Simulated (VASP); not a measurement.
# Al (P6_3/mmc) in VASP: further runs

Runs on Al. Level: PBE+D3(BJ). Tasks: single point.

Everything below comes from runs of VASP 6.6.1. Logs are shortened: lines on timing, memory, paths and dates and some standing lists are left out, and cuts for length are marked.

**1. The cell of the first run**

Symmetry: P6_3/mmc, No. 194, hexagonal system. Conventional cell: a = 2.740 Å, b = 2.740 Å, c = 9.288 Å, α = 90.00°, β = 90.00°, γ = 120.00°. Within 3.6 Å of Al (site symmetry -3m) lie 12 Al at 2.74 to 2.81 Å. Al (site symmetry -6m2) has 12 Al at 2.74 to 2.81 Å within 3.6 Å.

**2. Single point, PBE+D3(BJ) (volume 15.092 Å^3 an atom, c/a of the conventional cell 3.3903)**

File INCAR:

```
SYSTEM = Al
  PREC = Accurate
  ENCUT = 520
  EDIFF = 1E-6
  ISMEAR = 0
  SIGMA = 0.15
  LREAL = .FALSE.
  LASPH = .TRUE.
  NELM = 100
  ALGO = Fast
  ISIF = 2
  LWAVE = .FALSE.
  LCHARG = .FALSE.
  GGA = PE
  IVDW = 12
  NBANDS = 14
```

File KPOINTS:

```
Automatic mesh
0
G
  18 18 6
  0 0 0
```

File POSCAR:

```
Al
1.0
    2.7395506999      0.0000000000      0.0000000000
   -1.3697753499      2.3725205010      0.0000000000
    0.0000000000      0.0000000000      9.2878987377
Al
4
Direct
    0.0000000000      0.0000000000      0.0000000000
    0.3333333333      0.6666666667      0.2500000000
    0.0000000000      0.0000000000      0.5000000000
    0.6666666667      0.3333333333      0.7500000000
```

Potentials or basis: VASP PAW PBE potentials, release 64 (Al).

Run with:

```bash
> cat potpaw_PBE.64/Al/POTCAR > POTCAR
> mpirun -np 1 vasp_std > vasp.out
```

OUTCAR:

```text
SYSTEM = Al
   PREC = Accurate
   ENCUT = 520
   EDIFF = 1E-6
   ISMEAR = 0
   LREAL = .FALSE.
   LASPH = .TRUE.
   NELM = 100
   ISIF = 2
   GGA = PE
   IVDW = 12
 IVDW          = 12

 ion  position               nearest neighbor table
   1  0.000  0.000  0.000-   2 2.81   4 2.81   2 2.81   4 2.81   4 2.81   2 2.81
   2  0.333  0.667  0.250-   1 2.81   3 2.81   1 2.81   3 2.81   1 2.81   3 2.81
   3  0.000  0.000  0.500-   2 2.81   4 2.81   2 2.81   4 2.81   4 2.81   2 2.81
   4  0.667  0.333  0.750-   1 2.81   3 2.81   1 2.81   3 2.81   1 2.81   3 2.81

  LATTYP: Found a hexagonal cell.
 ALAT       =     2.7395506999
 C/A-ratio  =     3.3902999999

  Lattice vectors:

 A1 = (   2.7395506999,   0.0000000000,   0.0000000000)
 A2 = (  -1.3697753499,   2.3725205010,   0.0000000000)
 A3 = (   0.0000000000,   0.0000000000,   9.2878987377)

Analysis of symmetry for initial positions (statically):
=====================================================================
 Subroutine PRICEL returns:
 Original cell was already a primitive cell.

 Routine SETGRP: Setting up the symmetry group for a
 hexagonal supercell.

 Subroutine GETGRP returns: Found 24 space group operations
 (whereof 12 operations were pure point group operations)
 out of a pool of 24 trial point group operations.

The static configuration has the point symmetry D_3d.
 The point group associated with its full space group is D_6h.

Analysis of symmetry for dynamics (positions and initial velocities):
=====================================================================
 Subroutine PRICEL returns:
 Original cell was already a primitive cell.

 Routine SETGRP: Setting up the symmetry group for a
 hexagonal supercell.

 Subroutine GETGRP returns: Found 24 space group operations
 (whereof 12 operations were pure point group operations)
 out of a pool of 24 trial point group operations.

The dynamic configuration has the point symmetry D_3d.
 The point group associated with its full space group is D_6h.

 Subroutine INISYM returns: Found 24 space group operations
 (whereof 12 operations are pure point group operations),
 and found     1 'primitive' translations

----------------------------------------------------------------------------------------

                                     Primitive cell

  volume of cell :      60.3680

  direct lattice vectors                    reciprocal lattice vectors
     2.739550700  0.000000000  0.000000000     0.365023360  0.210746335  0.000000000
    -1.369775350  2.372520501  0.000000000     0.000000000  0.421492670  0.000000000
     0.000000000  0.000000000  9.287898738     0.000000000  0.000000000  0.107666979

  length of vectors
     2.739550700  2.739550700  9.287898738     0.421492670  0.421492670  0.107666979

  position of ions in fractional coordinates (direct lattice)
     0.000000000  0.000000000  0.000000000
     0.333333333  0.666666667  0.250000000
     0.000000000  0.000000000  0.500000000
     0.666666667  0.333333333  0.750000000

  ion indices of the primitive-cell ions
   primitive index   ion index
                 1           1
                 2           2
                 3           3
                 4           4

----------------------------------------------------------------------------------------

 KPOINTS: Automatic mesh

Automatic generation of k-mesh.
 Grid dimensions read from file:
 generate k-points for:   18   18    6

 Generating k-lattice:

  Cartesian coordinates                     Fractional coordinates (reciprocal lattice)
     0.020279076  0.011708130  0.000000000     0.055555556  0.000000000  0.000000000
     0.000000000  0.023416259  0.000000000     0.000000000  0.055555556  0.000000000
     0.000000000  0.000000000  0.017944497     0.000000000  0.000000000  0.166666667

  Length of vectors
     0.023416259  0.023416259  0.017944497

  Shift w.r.t. Gamma in fractional coordinates (k-lattice)
     0.000000000  0.000000000  0.000000000

 Subroutine IBZKPT returns following result:
 ===========================================

 Found    148 irreducible k-points:

 Following reciprocal coordinates:
            Coordinates               Weight
  0.000000  0.000000  0.000000      1.000000
  0.055556 -0.000000  0.000000      6.000000
  0.111111 -0.000000  0.000000      6.000000
  0.166667 -0.000000  0.000000      6.000000
  0.222222 -0.000000  0.000000      6.000000
  0.277778 -0.000000  0.000000      6.000000
[... 16 lines left out ...]
  0.333333  0.111111  0.000000     12.000000
  0.388889  0.111111  0.000000     12.000000
 [... further k-points ...]
   k-points           NKPTS =    148   k-points in BZ     NKDIM =    148   number of bands    NBANDS=     14
   number of dos      NEDOS =    301   number of ions     NIONS =      4
   total plane-waves  NPLWV =  28000
   dimension x,y,z NGX =    20 NGY =   20 NGZ =   70
   dimension x,y,z NGXF=    40 NGYF=   40 NGZF=  140
   ions per type =               4
   NGX,Y,Z   is equivalent  to a cutoff of  12.14, 12.14, 12.53 a.u.
   NGXF,Y,Z  is equivalent  to a cutoff of  24.27, 24.27, 25.06 a.u.
 SYSTEM =  Al
   PREC   = accura    normal or accurate (medium, high low for compatibility)
   ISTART =      0    job   : 0-new  1-cont  2-samecut
   ICHARG =      2    charge: 1-file 2-atom 10-const
   ISPIN  =      1    spin polarized calculation?
   LNONCOLLINEAR =      F non collinear calculations
   LSORBIT =      F    spin-orbit coupling
   LASPH  =      T    aspherical Exc in radial PAW
   ENCUT  =  520.0 eV  38.22 Ry    6.18 a.u.   5.09  5.09 17.27*2*pi/ulx,y,z
   NELM   =    100;   NELMIN=  2; NELMDL= -5     # of ELM steps
   EDIFF  = 0.1E-05   stopping-criterion for ELM
   LREAL  =      F    real-space projection
   EDIFFG = 0.1E-04   stopping-criterion for IOM
   NSW    =      0    number of steps for IOM
   IBRION =     -1    ionic relax: 0-MD 1-quasi-New 2-CG
   NFREE  =      0    steps in history (QN), initial steepest desc. (CG)
   ISIF   =      2    stress and relaxation
   ISYM   =      2    0-nonsym 1-usesym 2-fastsym
   POTIM  = 0.5000    time-step for ionic-motion
   TEBEG  =    0.0;   TEEND  =   0.0 temperature during run
   PSTRESS=    0.0 pullay stress
   NELECT =      12.0000    total number of electrons
   NUPDOWN=      -1.0000    fix difference up-down
   EMIN   =  10.00;   EMAX   =-10.00  energy-range for DOS
   EFERMI =   0.00;   METHOD = LEGACY
   ISMEAR =     0;   SIGMA  =   0.15  broadening in eV -4-tet -1-fermi 0-gaus
   EFERMI_NEDOS =   21; number of points for ismear=-14 and -15
   IALGO  =     68    algorithm
   IMIX   =      4    mixing-type and parameters
     AMIX     =   0.40;   BMIX     =  1.00
     AMIX_MAG =   1.60;   BMIX_MAG =  1.00
  volume/ion in A,a.u.               =      15.09       101.85
  Fermi-wavevector in a.u.,A,eV,Ry     =   0.955432  1.805504 12.420075  0.912850
  Thomas-Fermi vector in A             =   2.084269
   LORBIT       =      0    0 simple, 1 ext, 2 COOP (PROOUT), +10 PAW based schemes
   GGA     = PE    functional components
   LHFCALC =     F    Hartree Fock is set to
   AEXX    =    0.0000 exact exchange contribution
   IVDW    =    12    specifies the selected vdW correction
   LEPSILON=     F    determine dielectric tensor
   LRPA    =     F    only Hartree local field effects (RPA)
 non-spin polarized calculation
 RMM-DIIS sequential band-by-band and
 Gauss-broadening in eV      SIGMA  =   0.15
  energy-cutoff  :      520.00
  volume of cell :       60.37
 maximum number of plane-waves:      1647
   NGX = 11   NGY = 11   NGZ = 35

 number of electron      12.0000000 magnetization

 Free energy of the ion-electron system (eV)
  ---------------------------------------------------
  ext. energy  EPLUGINS =         0.00000000
  ---------------------------------------------------
  free energy    TOTEN  =       -14.77788748 eV

  energy without entropy =      -14.75845713  energy(sigma->0) =      -14.76817231

 E-fermi :   8.9503     XC(G=0): -10.5237

 val. band max:        8.9455134256   @ k =   0.4444   0.0556   0.3333
 cond. band min:       8.9563212789   @ k =   0.3333   0.1667   0.0000
 fundamental gap:      0.0108078533
 Fermi energy:         8.9502519054

 k-point     1 :       0.0000    0.0000    0.0000
  band No.  band energies     occupation
      1      -2.8047      2.00000
      2      -1.1037      2.00000
      3      -1.0972      2.00000
      4       3.8014      2.00000
      5       3.9852      2.00000
      6      11.8667      0.00000
      7      11.8760      0.00000
      8      20.9401      0.00000
      9      20.9401      0.00000
     10      20.9490      0.00000
     11      20.9490      0.00000
     12      21.1014      0.00000
     13      21.8383      0.00000
     14      21.8616      0.00000

 k-point     2 :       0.0556   -0.0000    0.0000
  band No.  band energies     occupation
      1      -2.7236      2.00000
      2      -1.0236      2.00000
      3      -1.0171      2.00000
      4       3.8764      2.00000
      5       4.0640      2.00000
      6      11.9330      0.00000
      7      11.9439      0.00000
      8      19.0956      0.00000
      9      19.8000      0.00000
     10      20.2973      0.00000
     11      20.4566      0.00000
     12      20.9549      0.00000
     13      21.1409      0.00000
     14      21.1539      0.00000
[... 343 lines left out ...]
      1       1.3438      2.00000
      2       2.9849      2.00000
      3       2.9874      2.00000
      4       6.6508      2.00000
      5       7.6349      2.00000
      6       8.0192      2.00000
      7       8.6269      1.99770
      8       8.9009      1.35824
      9      12.1059      0.00000
     10      13.1024      0.00000
     11      13.6521      0.00000
     12      13.8587      0.00000
     13      14.4149      0.00000
     14      16.1560      0.00000

 k-point    24 :       0.3889    0.1111    0.0000
  band No.  band energies     occupation
      1       2.5130      2.00000
      2       4.1131      2.00000
      3       4.1183      2.00000
      4       5.2555      2.00000
      5       6.9423      2.00000
      6       6.9573      2.00000
      7       8.8804      1.48991
      8       9.2908      0.00133
      9      11.3710      0.00000
     10      11.5798      0.00000
     11      12.9672      0.00000
     12      13.7018      0.00000
     13      14.0982      0.00000
     14      16.9714      0.00000

 [... further k-points ...]

------------------------ aborting loop because EDIFF is reached ----------------------------------------

 Edisp (eV)   -1.47625

 E8    (eV) :    -0.6611

  FORCE on cell =-STRESS in cart. coord.  units (eV):
  Direction    XX          YY          ZZ          XY          YZ          ZX
  --------------------------------------------------------------------------------------
  -------------------------------------------------------------------------------------
  Total       2.33992     2.33992     0.79148     0.00000     0.00000     0.00000
  in kB      62.10190    62.10190    21.00597     0.00000     0.00000     0.00000
  external pressure =       48.40 kB  Pullay stress =        0.00 kB

 VOLUME and BASIS-vectors are now :
 -----------------------------------------------------------------------------
  energy-cutoff  :      520.00
  volume of cell :       60.37
      direct lattice vectors                 reciprocal lattice vectors
     2.739550700  0.000000000  0.000000000     0.365023360  0.210746335  0.000000000
    -1.369775350  2.372520501  0.000000000     0.000000000  0.421492670  0.000000000
     0.000000000  0.000000000  9.287898738     0.000000000  0.000000000  0.107666979

 POSITION                                       TOTAL-FORCE (eV/Angst)
 -----------------------------------------------------------------------------------
      0.00000      0.00000      0.00000         0.000000      0.000000      0.000000
     -0.00000      1.58168      2.32197         0.000000      0.000000     -0.000000
      0.00000      0.00000      4.64395         0.000000      0.000000      0.000000
      1.36978      0.79084      6.96592        -0.000000      0.000000     -0.000000
 -----------------------------------------------------------------------------------
    total drift:                               -0.000000      0.000000     -0.000000

  FREE ENERGIE OF THE ION-ELECTRON SYSTEM (eV)
  ---------------------------------------------------
  free  energy   TOTEN  =       -16.2541339659 eV

  energy  without entropy=      -16.2347036103  energy(sigma->0) =      -16.24441879
```

Wall time 36 s (1 thread of Intel Xeon 6975P-C (Granite Rapids), shared host); peak memory 0.23 GiB.

Results:

```
Free energy                : -16.2541 eV
Pressure                   : 4.8 GPa
Band gap on the k mesh     : zero (band 6 reaches 12.54 eV, above the bottom of band 7 at 7.46 eV)
Dispersion energy per atom : -0.369 eV
```

Stress tensor (GPa, compression positive):
```
6.21 0.00 0.00
0.00 6.21 0.00
0.00 0.00 2.10
```

Caveat: pairwise dispersion overbinds metals, which lowers pressure and volume.

**3. Single point, PBE+D3(BJ) (volume 15.346 Å^3 an atom, c/a of the conventional cell 3.0304)**

File INCAR:

```
ALGO = Fast
EDIFF = 1E-6
ENCUT = 520
GGA = PE
ISIF = 2
ISMEAR = 0
IVDW = 12
LASPH = T
LCHARG = T
LELF = T
LREAL = F
LVHAR = T
LWAVE = F
NBANDS = 14
NELM = 60
PREC = Accurate
SIGMA = 0.15
```

File KPOINTS:

```
k-points
0
Gamma
  18 18 6
```

File POSCAR:

```
Al
1.0
    2.8598386554      0.0000000000      0.0000000000
   -1.4299193277      2.4766929263      0.0000000000
    0.0000000000      0.0000000000      8.6664550612
Al
4
Direct
    0.0000000000      0.0000000000      0.0000000000
    0.3333333333      0.6666666667      0.2500000000
    0.0000000000      0.0000000000      0.5000000000
    0.6666666667      0.3333333333      0.7500000000
```

Potentials or basis: VASP PAW PBE potentials, release 64 (Al).

Run with:

```bash
> cat potpaw_PBE.64/Al/POTCAR > POTCAR
> mpirun -np 1 vasp_std > vasp.out
```

It took 36 s on 1 thread of Intel Xeon 6975P-C (Granite Rapids), shared host; peak memory 0.25 GiB.

Results (log left out):

| Property | Result |
| --- | --- |
| Free energy | -16.2162 eV |
| Pressure | 3.7 GPa |
| Band gap on the k mesh | zero (band 6 reaches 13.95 eV, above the bottom of band 7 at 6.95 eV) |
| Dispersion energy per atom | -0.363 eV |

Stress tensor (GPa, compression positive):
```
1.21 0.00 0.00
0.00 1.21 0.00
0.00 0.00 8.66
```

Levels at points of the mesh, in eV from the Fermi level:
```
           k point  band 4  band 5  band 6  band 7  band 8  band 9
(0.00, 0.00, 0.00)   -4.42   -3.52    5.08    5.11   10.02   10.02
(0.50, 0.00, 0.00)   -4.16   -3.59   -3.47    0.93    1.38    2.15
(0.00, 0.00, 0.50)   -7.30    0.21    0.21   10.39   10.39   10.39
(0.50, 0.00, 0.50)   -5.24   -1.88   -1.88   -1.15   -1.15    5.16
```

Caveat: pairwise dispersion overbinds metals, which lowers pressure and volume.

**4. Single point, PBE+D3(BJ) (volume 15.346 Å^3 an atom, c/a of the conventional cell 3.2311)**

File INCAR:

```
SYSTEM = Al
  PREC = Accurate
  ENCUT = 520
  EDIFF = 1E-7
  ISMEAR = 0
  SIGMA = 0.15
  LREAL = .FALSE.
  LASPH = .TRUE.
  NELM = 80
  ALGO = Normal
  ISIF = 2
  LWAVE = .FALSE.
  LCHARG = .TRUE.
  GGA = PE
  IVDW = 12
  LELF = .TRUE.
  LVHAR = .TRUE.
  NBANDS = 14
```

File KPOINTS:

```
Automatic mesh
0
G
  18 18 6
  0 0 0
```

File POSCAR:

```
Al
1.0
    2.7993554797      0.0000000000      0.0000000000
   -1.3996777398      2.4243129596      0.0000000000
    0.0000000000      0.0000000000      9.0449974904
Al
4
Direct
    0.0000000000      0.0000000000      0.0000000000
    0.3333333333      0.6666666667      0.2500000000
    0.0000000000      0.0000000000      0.5000000000
    0.6666666667      0.3333333333      0.7500000000
```

Run with:

```bash
> cat potpaw_PBE.64/Al/POTCAR > POTCAR
> mpirun -np 1 vasp_std > vasp.out
```

Run time: 39 s. Hardware: 1 thread of Intel Xeon 6975P-C (Granite Rapids), shared host; peak memory 0.25 GiB.

It converged, with:

| Item | Value |
| --- | --- |
| Free energy | -16.2933 eV |
| Pressure | 2.9 GPa |
| Band gap on the k mesh | zero (band 6 reaches 12.93 eV, above the bottom of band 7 at 7.13 eV) |
| Dispersion energy per atom | -0.363 eV |

Stress tensor (GPa, compression positive):
```
2.36 0.00 0.00
0.00 2.36 0.00
0.00 0.00 4.11
```

Levels at points of the mesh, in eV from the Fermi level:
```csv
k point,band 4,band 5,band 6,band 7,band 8,band 9
"(0.00, 0.00, 0.00)",-4.81,-4.34,3.80,3.82,11.07,11.07
"(0.50, 0.00, 0.00)",-4.09,-3.42,-3.36,0.83,1.25,1.57
"(0.00, 0.00, 0.50)",-7.63,-0.74,-0.74,8.92,8.92,11.42
"(0.50, 0.00, 0.50)",-5.04,-1.92,-1.92,-1.22,-1.22,4.88
```

Caveat: pairwise dispersion overbinds metals, which lowers pressure and volume.

**5. Single point, PBE+D3(BJ) (volume 15.346 Å^3 an atom, c/a of the conventional cell 3.5574)**

File INCAR:

```
SYSTEM = Al
ALGO = Fast ; EDIFF = 1E-7
ENCUT = 520 ; GGA = PE
ISIF = 2 ; ISMEAR = 0
IVDW = 12 ; LASPH = .True.
LCHARG = .True. ; LELF = .True.
LREAL = .False. ; LVHAR = .True.
LWAVE = .False. ; NBANDS = 14
NELM = 100 ; PREC = Accurate
SIGMA = 0.15
```

File KPOINTS:

```
k-points
0
Gamma
  18 18 6
  0 0 0
```

File POSCAR:

```
Al
1.0
    2.7110068666      0.0000000000      0.0000000000
   -1.3555034333      2.3478008163      0.0000000000
    0.0000000000      0.0000000000      9.6441358273
Al
4
Direct
    0.0000000000      0.0000000000      0.0000000000
    0.3333333333      0.6666666667      0.2500000000
    0.0000000000      0.0000000000      0.5000000000
    0.6666666667      0.3333333333      0.7500000000
```

Run with:

```bash
> cat potpaw_PBE.64/Al/POTCAR > POTCAR
> mpirun -np 1 vasp_std > vasp.out
```

It took 40 s on 1 thread of Intel Xeon 6975P-C (Granite Rapids), shared host; peak memory 0.23 GiB.

It converged, with:

- Free energy: -16.2094 eV
- Pressure: 4.0 GPa
- Band gap on the k mesh: zero (band 6 reaches 11.85 eV, above the bottom of band 7 at 7.46 eV)
- Dispersion energy per atom: -0.363 eV

Stress tensor (GPa, compression positive):
```
 6.71  0.00  0.00
 0.00  6.71  0.00
 0.00  0.00 -1.51
```

Levels at points of the mesh, in eV from the Fermi level:
```tsv
k point	band 4	band 5	band 6	band 7	band 8	band 9
(0.00, 0.00, 0.00)	-5.50	-5.28	2.05	2.05	11.08	12.41
(0.50, 0.00, 0.00)	-3.92	-3.16	-3.11	0.78	0.83	1.19
(0.00, 0.00, 0.50)	-8.08	-2.00	-2.00	6.68	6.68	12.79
(0.50, 0.00, 0.50)	-4.64	-1.93	-1.93	-1.24	-1.24	4.06
```

Caveat: pairwise dispersion overbinds metals, which lowers pressure and volume.

**6. The runs side by side**

```csv
cell,gap on the mesh (eV),pressure (GPa)
"a = 2.740, b = 2.740, c = 9.288 Å, angles 90.0, 90.0, 120.0°, 4 atoms",none,4.8
"a = 2.860, b = 2.860, c = 8.666 Å, angles 90.0, 90.0, 120.0°, 4 atoms",none,3.7
"a = 2.799, b = 2.799, c = 9.045 Å, angles 90.0, 90.0, 120.0°, 4 atoms",none,2.9
"a = 2.711, b = 2.711, c = 9.644 Å, angles 90.0, 90.0, 120.0°, 4 atoms",none,4.0
```

Alike in all rows: task single point; level PBE+D3(BJ); potentials or basis VASP PAW PBE potentials, release 64 (Al); no spin polarisation; k mesh 18 × 18 × 6; cutoff (eV) 520; smearing gaussian 0.15 eV.

Caveats: pairwise dispersion overbinds metals, which lowers pressure and volume.

Total energies depend on the potentials used, so only differences within one code and one set of settings carry meaning.
